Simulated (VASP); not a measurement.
# TePt (P-6m2) in VASP: single point with LDA+U

Aim: the single point of TePt with LDA+U.

Everything below comes from runs of VASP 6.6.1. Logs are shortened: lines on timing, memory, paths and dates and some standing lists are left out, and cuts for length are marked.

## 1. The cell of the first run

Symmetry: P-6m2, No. 187, hexagonal system. Conventional cell: a = 3.955 Å, b = 3.955 Å, c = 3.860 Å, α = 90.00°, β = 90.00°, γ = 120.00°. Pt (site symmetry -6m2) has 6 Te at 2.99 Å and 8 Pt at 3.86 to 3.95 Å within 4.0 Å. Te (site symmetry -6m2) has 6 Pt at 2.99 Å and 8 Te at 3.86 to 3.95 Å within 4.0 Å.

## 2. Single point, LDA+U, non-collinear spin, twin_end start, moments held on the sites

Input file INCAR:

```
PREC = Accurate
ENCUT = 500
EDIFF = 1E-6
ISMEAR = 0
SIGMA = 0.05
LREAL = False
LASPH = True
NELM = 200
ALGO = Normal
ISIF = 2
LWAVE = False
LCHARG = False
LNONCOLLINEAR = True
MAGMOM = 0 0 1.6 0 0 0.04
LORBIT = 11
I_CONSTRAINED_M = 2
LAMBDA = 10
M_CONSTR = 0.354 0.354 0 0 0 0
RWIGS = 1.36 1.38
ISYM = -1
AMIX = 0.2
BMIX = 1E-4
AMIX_MAG = 0.8
BMIX_MAG = 1E-4
LMAXMIX = 4
LDAU = True
LDAUTYPE = 2
LDAUL = 2 -1
LDAUU = 7 0
LDAUJ = 0 0
LDAUPRINT = 1
GGA = CA
NBANDS = 28
GGA_COMPAT = False
```

Input file KPOINTS:

```
regular mesh
0
Gamma
  6 6 5
```

Input file POSCAR:

```
TePt
1.0
    3.9548758500      0.0000000000      0.0000000000
   -1.9774379300      3.4250229600      0.0000000000
    0.0000000000      0.0000000000      3.8597628900
Pt Te
1 1
Direct
    0.0000000000      0.0000000000      0.0000000000
    0.6666666667      0.3333333333      0.5000000000
```

Potentials or basis: VASP PAW LDA potentials, release 64 (Pt, Te).

The run is started by

```bash
$ cat potpaw_LDA.64/Pt/POTCAR potpaw_LDA.64/Te/POTCAR > POTCAR
$ mpirun -np 1 vasp_ncl > vasp.out
```

OUTCAR:

```text
PREC = Accurate
   ENCUT = 500
   EDIFF = 1E-6
   ISMEAR = 0
   LREAL = False
   LASPH = True
   NELM = 200
   ISIF = 2
   LNONCOLLINEAR = True
   LORBIT = 11
   ISYM = -1
   AMIX = 0.2
   AMIX_MAG = 0.8
   GGA = CA

 ion  position               nearest neighbor table
   1  0.000  0.000  0.000-   2 2.99   2 2.99   2 2.99   2 2.99   2 2.99   2 2.99
   2  0.667  0.333  0.500-   1 2.99   1 2.99   1 2.99   1 2.99   1 2.99   1 2.99

IMPORTANT INFORMATION: All symmetrisations will be switched off!
NOSYMM: (Re-)initialisation of all symmetry stuff for point group C_1.

----------------------------------------------------------------------------------------

                                     Primitive cell

  volume of cell :      52.2826

  direct lattice vectors                    reciprocal lattice vectors
     3.954875850  0.000000000  0.000000000     0.252852438  0.145984423  0.000000000
    -1.977437930  3.425022960  0.000000000     0.000000000  0.291968846  0.000000000
     0.000000000  0.000000000  3.859762890     0.000000000  0.000000000  0.259083272

  length of vectors
     3.954875850  3.954875857  3.859762890     0.291968846  0.291968846  0.259083272

  position of ions in fractional coordinates (direct lattice)
     0.000000000  0.000000000  0.000000000
     0.666666667  0.333333333  0.500000000

  ion indices of the primitive-cell ions
   primitive index   ion index
                 1           1
                 2           2

----------------------------------------------------------------------------------------

 KPOINTS: regular mesh

Automatic generation of k-mesh.
 Grid dimensions read from file:
 generate k-points for:    6    6    5

 Generating k-lattice:

  Cartesian coordinates                     Fractional coordinates (reciprocal lattice)
     0.042142073  0.024330737  0.000000000     0.166666667  0.000000000  0.000000000
     0.000000000  0.048661474  0.000000000     0.000000000  0.166666667  0.000000000
     0.000000000  0.000000000  0.051816654     0.000000000  0.000000000  0.200000000

  Length of vectors
     0.048661474  0.048661474  0.051816654

  Shift w.r.t. Gamma in fractional coordinates (k-lattice)
     0.000000000  0.000000000  0.000000000

 Subroutine IBZKPT returns following result:
 ===========================================

 Found    180 irreducible k-points:

 Following reciprocal coordinates:
            Coordinates               Weight
  0.000000  0.000000  0.000000      1.000000
  0.166667  0.000000  0.000000      1.000000
  0.333333  0.000000  0.000000      1.000000
  0.500000  0.000000  0.000000      1.000000
 -0.333333 -0.000000  0.000000      1.000000
 -0.166667 -0.000000  0.000000      1.000000
[... 16 lines left out ...]
 -0.333333  0.500000  0.000000      1.000000
 -0.166667  0.500000  0.000000      1.000000
 [... further k-points ...]
   k-points           NKPTS =    180   k-points in BZ     NKDIM =    180   number of bands    NBANDS=     28
   number of dos      NEDOS =    301   number of ions     NIONS =      2
   total plane-waves  NPLWV =  25200
   dimension x,y,z NGX =    30 NGY =   30 NGZ =   28
   dimension x,y,z NGXF=    60 NGYF=   60 NGZF=   56
   ions per type =               1   1
   NGX,Y,Z   is equivalent  to a cutoff of  12.61, 12.61, 12.06 a.u.
   NGXF,Y,Z  is equivalent  to a cutoff of  25.22, 25.22, 24.12 a.u.
 SYSTEM =  unknown system
   PREC   = accura    normal or accurate (medium, high low for compatibility)
   ISTART =      0    job   : 0-new  1-cont  2-samecut
   ICHARG =      2    charge: 1-file 2-atom 10-const
   ISPIN  =      1    spin polarized calculation?
   LNONCOLLINEAR =      T non collinear calculations
   LSORBIT =      F    spin-orbit coupling
   LASPH  =      T    aspherical Exc in radial PAW
   ENCUT  =  500.0 eV  36.75 Ry    6.06 a.u.   7.21  7.21  7.04*2*pi/ulx,y,z
   NELM   =    200;   NELMIN=  2; NELMDL= -5     # of ELM steps
   EDIFF  = 0.1E-05   stopping-criterion for ELM
   LREAL  =      F    real-space projection
   EDIFFG = 0.1E-04   stopping-criterion for IOM
   NSW    =      0    number of steps for IOM
   IBRION =     -1    ionic relax: 0-MD 1-quasi-New 2-CG
   NFREE  =      0    steps in history (QN), initial steepest desc. (CG)
   ISIF   =      2    stress and relaxation
   ISYM   =     -1    0-nonsym 1-usesym 2-fastsym
   POTIM  = 0.5000    time-step for ionic-motion
   TEBEG  =    0.0;   TEEND  =   0.0 temperature during run
   PSTRESS=    0.0 pullay stress
   NELECT =      16.0000    total number of electrons
   NUPDOWN=      -1.0000    fix difference up-down
   EMIN   =  10.00;   EMAX   =-10.00  energy-range for DOS
   EFERMI =   0.00;   METHOD = LEGACY
   ISMEAR =     0;   SIGMA  =   0.05  broadening in eV -4-tet -1-fermi 0-gaus
   EFERMI_NEDOS =   21; number of points for ismear=-14 and -15
   IALGO  =     38    algorithm
   IMIX   =      4    mixing-type and parameters
     AMIX     =   0.20;   BMIX     =  0.00
     AMIX_MAG =   0.80;   BMIX_MAG =  0.00
  volume/ion in A,a.u.               =      26.14       176.41
  Fermi-wavevector in a.u.,A,eV,Ry     =   1.103221  2.084785 16.559603  1.217096
  Thomas-Fermi vector in A             =   2.239676
   LORBIT       =     11    0 simple, 1 ext, 2 COOP (PROOUT), +10 PAW based schemes
 LDA+U is selected, type is set to LDAUTYPE =  2
   angular momentum for each species LDAUL =     2   -1
   U (eV)           for each species LDAUU =   7.0  0.0
   J (eV)           for each species LDAUJ =   0.0  0.0
   GGA     = CA    functional components
   LHFCALC =     F    Hartree Fock is set to
   AEXX    =    0.0000 exact exchange contribution
   IVDW    =     0    specifies the selected vdW correction
   LEPSILON=     F    determine dielectric tensor
   LRPA    =     F    only Hartree local field effects (RPA)
 Gauss-broadening in eV      SIGMA  =   0.05
  energy-cutoff  :      500.00
  volume of cell :       52.28
 maximum number of plane-waves:      2694
 NGX is ok and might be reduce to    30
   NGX = 15   NGY = 15   NGZ = 15

 number of electron      16.0000001 magnetization       0.5283959      0.5284229     -0.0000328

atom =   1  type =  1  l = 2

 onsite density matrix

spin component  1

  0.9312  0.0000 -0.0000  0.0001  0.0000      0.0000  0.0000 -0.0000 -0.0000  0.0000
  0.0000  0.7936 -0.0000  0.0000  0.0001     -0.0000  0.0000  0.0000  0.0001  0.0000
 -0.0000 -0.0000  0.9544 -0.0000  0.0000      0.0000 -0.0000  0.0000 -0.0000  0.0000
  0.0001  0.0000 -0.0000  0.7936 -0.0000      0.0000 -0.0001  0.0000 -0.0000  0.0000
  0.0000  0.0001  0.0000 -0.0000  0.9312     -0.0000 -0.0000 -0.0000 -0.0000  0.0000

spin component  2

  0.0148 -0.0000  0.0000 -0.0001 -0.0000     -0.0148  0.0000 -0.0000  0.0001 -0.0000
 -0.0000  0.1008  0.0000 -0.0003 -0.0001      0.0000 -0.1007 -0.0000 -0.0003  0.0001
  0.0000  0.0000  0.0041  0.0000 -0.0000      0.0000 -0.0000 -0.0041  0.0000 -0.0000
 -0.0001  0.0003 -0.0000  0.1007  0.0000      0.0001  0.0003 -0.0000 -0.1008 -0.0000
  0.0000 -0.0001 -0.0000  0.0000  0.0148      0.0000  0.0001 -0.0000 -0.0000 -0.0148

spin component  3

  0.0148 -0.0000  0.0000 -0.0001  0.0000      0.0148 -0.0000 -0.0000 -0.0001 -0.0000
 -0.0000  0.1008  0.0000  0.0003 -0.0001     -0.0000  0.1007  0.0000 -0.0003 -0.0001
  0.0000  0.0000  0.0041 -0.0000 -0.0000      0.0000  0.0000  0.0041  0.0000  0.0000
 -0.0001 -0.0003  0.0000  0.1007  0.0000     -0.0001  0.0003 -0.0000  0.1008  0.0000
 -0.0000 -0.0001 -0.0000  0.0000  0.0148      0.0000 -0.0001  0.0000  0.0000  0.0148

spin component  4

  0.9312  0.0000 -0.0000  0.0001  0.0000     -0.0000  0.0000 -0.0000 -0.0000  0.0000
  0.0000  0.7936 -0.0000 -0.0000  0.0001     -0.0000  0.0000  0.0000  0.0001  0.0000
 -0.0000 -0.0000  0.9544 -0.0000  0.0000      0.0000 -0.0000 -0.0000 -0.0000  0.0000
  0.0001 -0.0000 -0.0000  0.7936 -0.0000      0.0000 -0.0001  0.0000 -0.0000  0.0000
  0.0000  0.0001  0.0000 -0.0000  0.9312     -0.0000 -0.0000 -0.0000 -0.0000 -0.0000

 occupancies and eigenvectors

  o =  0.6507  v = -0.0003  0.0638  0.0000  0.4949  0.0000  0.0002  0.3060 -0.0000 -0.3959 -0.0002      0.0000  0.4967 -0.0000 -0.0651 -0.0003  0.0002 -0.3964 -0.0000 -0.3041  0.0002
  o =  0.6516  v =  0.0003  0.0099 -0.0000 -0.5007  0.0000 -0.0002  0.3460  0.0000  0.3620 -0.0002      0.0000  0.4991  0.0000  0.0112 -0.0003 -0.0002 -0.3599 -0.0000  0.3461  0.0002
  o =  0.9102  v =  0.4949 -0.0001  0.0000  0.0003 -0.0699 -0.3499 -0.0002 -0.0000 -0.0002 -0.3043      0.0000 -0.0003  0.0000 -0.0000 -0.5003 -0.3499  0.0003 -0.0000 -0.0002  0.4031
  o =  0.9103  v =  0.5051  0.0001  0.0000  0.0003  0.0685 -0.3571  0.0002 -0.0000 -0.0003  0.2981      0.0000  0.0003 -0.0000 -0.0000  0.4901 -0.3572 -0.0003 -0.0000 -0.0002 -0.3949
  o =  0.9358  v =  0.0002 -0.0599 -0.0000 -0.4971  0.0001  0.0001 -0.3932 -0.0000 -0.3124  0.0002      0.0000  0.4962  0.0000 -0.0552 -0.0002  0.0001  0.3087  0.0000 -0.3906 -0.0001
  o =  0.9364  v =  0.0003 -0.0520 -0.0000 -0.4966 -0.0000  0.0002  0.3150 -0.0000 -0.3912 -0.0002      0.0000 -0.4975  0.0000  0.0565  0.0003  0.0002 -0.3885 -0.0000 -0.3112  0.0002
  o =  0.9486  v = -0.0002 -0.0000  0.6863 -0.0000 -0.0000 -0.0001  0.0000 -0.3642 -0.0000  0.0001      0.0000 -0.0000  0.1709 -0.0000 -0.0002 -0.0001  0.0000 -0.6059  0.0000 -0.0002
  o =  0.9522  v =  0.4969 -0.0000  0.0001  0.0002 -0.0812  0.3514  0.0001  0.0001  0.0001  0.2937      0.0000 -0.0001  0.0000  0.0000 -0.4964  0.3514 -0.0001  0.0001  0.0001 -0.4084
  o =  0.9522  v =  0.5030  0.0001  0.0003  0.0003  0.0802  0.3557 -0.0001 -0.0001  0.0002 -0.2901      0.0000  0.0003  0.0001 -0.0000  0.4904  0.3557  0.0003 -0.0002  0.0002  0.4035
  o =  0.9603  v =  0.0001  0.0000 -0.7009  0.0000 -0.0000  0.0001  0.0000 -0.4306 -0.0000  0.0000      0.0000  0.0000 -0.0921  0.0000 -0.0000  0.0001  0.0000 -0.5611  0.0000 -0.0001

 number of electron      16.0000001 magnetization       0.5319163      0.5319122      0.0000065

 Free energy of the ion-electron system (eV)
  ---------------------------------------------------
  ext. energy  EPLUGINS =         0.00000000
  ---------------------------------------------------
  free energy    TOTEN  =        -5.75768380 eV

  energy without entropy =       -5.75285272  energy(sigma->0) =       -5.75526826

 E-fermi :   5.9637     XC(G=0): -10.4666

 val. band max:        5.9631667263   @ k =   0.1667   0.1667   0.4000
 cond. band min:       5.9669850830   @ k =  -0.1667  -0.1667  -0.4000
 fundamental gap:      0.0038183567
 Fermi energy:         5.9637279295

 k-point     1 :       0.0000    0.0000    0.0000
  band No.  band energies     occupation
      1      -6.3126      1.00000
      2      -6.2267      1.00000
      3       0.5224      1.00000
      4       0.7951      1.00000
      5       0.7954      1.00000
      6       1.1490      1.00000
[... 20 lines left out ...]
     27      15.8619      0.00000
     28      16.3050      0.00000
[... 683 lines left out ...]
 k-point    24 :      -0.1667    0.5000    0.0000
  band No.  band energies     occupation
      1      -5.2582      1.00000
      2      -5.1648      1.00000
      3      -0.0658      1.00000
      4       0.4857      1.00000
      5       0.6364      1.00000
      6       1.0277      1.00000
[... 20 lines left out ...]
     27      15.5333      0.00000
     28      15.7488      0.00000

 [... further k-points ...]

------------------------ aborting loop because EDIFF is reached ----------------------------------------

  FORCE on cell =-STRESS in cart. coord.  units (eV):
  Direction    XX          YY          ZZ          XY          YZ          ZX
  --------------------------------------------------------------------------------------
  -------------------------------------------------------------------------------------
  Total       -4.7066310     -4.7065191     -6.7139212      0.0000678     -0.0000109     -0.0000037
  in kB     -144.2327116   -144.2292827   -205.7452687      0.0020779     -0.0003341     -0.0001140
  external PRESSURE =    -164.7357543 kB  Pullay stress =       0.0000000 kB

 VOLUME and BASIS-vectors are now :
 -----------------------------------------------------------------------------
  energy-cutoff  :      500.00
  volume of cell :       52.28
      direct lattice vectors                 reciprocal lattice vectors
     3.954875850  0.000000000  0.000000000     0.252852438  0.145984423  0.000000000
    -1.977437930  3.425022960  0.000000000     0.000000000  0.291968846  0.000000000
     0.000000000  0.000000000  3.859762890     0.000000000  0.000000000  0.259083272

 POSITION                                       TOTAL-FORCE (eV/Angst)
 -----------------------------------------------------------------------------------
      0.00000      0.00000      0.00000         0.000003     -0.000006     -0.000843
      1.97744      1.14167      1.92988        -0.000003      0.000006      0.000843
 -----------------------------------------------------------------------------------
    total drift:                                0.000009     -0.000003     -0.000031

  FREE ENERGIE OF THE ION-ELECTRON SYSTEM (eV)
  ---------------------------------------------------
  free  energy   TOTEN  =        -5.7576837986 eV

  energy  without entropy=       -5.7528527197  energy(sigma->0) =       -5.75526826

 total charge

# of ion       s       p       d       tot
------------------------------------------
    1        0.458   0.236   8.743   9.436
    2        1.421   1.721   0.047   3.189
--------------------------------------------------
tot          1.879   1.957   8.789  12.626

 magnetization (x)

# of ion       s       p       d       tot
------------------------------------------
    1        0.011   0.016   0.473   0.500
    2        0.011   0.042  -0.005   0.049
--------------------------------------------------
tot          0.022   0.058   0.468   0.549

 magnetization (y)

# of ion       s       p       d       tot
------------------------------------------
    1        0.011   0.016   0.473   0.500
    2        0.011   0.042  -0.005   0.049
--------------------------------------------------
tot          0.022   0.058   0.468   0.549

 magnetization (z)

# of ion       s       p       d       tot
------------------------------------------
    1       -0.000  -0.000  -0.000  -0.000
    2       -0.000  -0.000   0.000  -0.000
--------------------------------------------------
tot         -0.000  -0.000  -0.000  -0.000
```

It took 23 min on 1 thread of Intel Xeon 6975P-C (Granite Rapids), shared host; peak memory 0.51 GiB.

Results:

| Quantity | Value |
| --- | --- |
| Free energy | -5.7577 eV |
| Band gap on the k mesh | zero (bands 16 and 17 overlap by 1.29 eV) |
| Net moment | 0.75 μB per cell |
| Valence electrons inside the program's atomic spheres | Pt 9.44; Te 3.19 |

Levels at points of the mesh, in eV from the Fermi level:
```
           k point  band 14  band 15  band 16  band 17  band 18  band 19
(0.00, 0.00, 0.00)    -0.99     0.68     0.68     0.82     1.12     1.12
(0.50, 0.00, 0.00)    -1.23    -1.18    -0.99     1.11     2.16     2.73
(0.00, 0.50, 0.00)    -1.23    -1.18    -0.99     1.11     2.16     2.73
(0.50, 0.50, 0.00)    -1.23    -1.18    -0.99     1.11     2.16     2.73
```

Moments on the atoms (μB; x, y, z):
```
Pt  0.50 0.50 0.00
Te  0.05 0.05 0.00
```

Caveat: moments held by a penalty; spin-orbit coupling is left out, which moves the levels of the heavy elements; the U is typed as a test and isn't derived for this compound. The state reached can hang on the start; a lower one may exist.
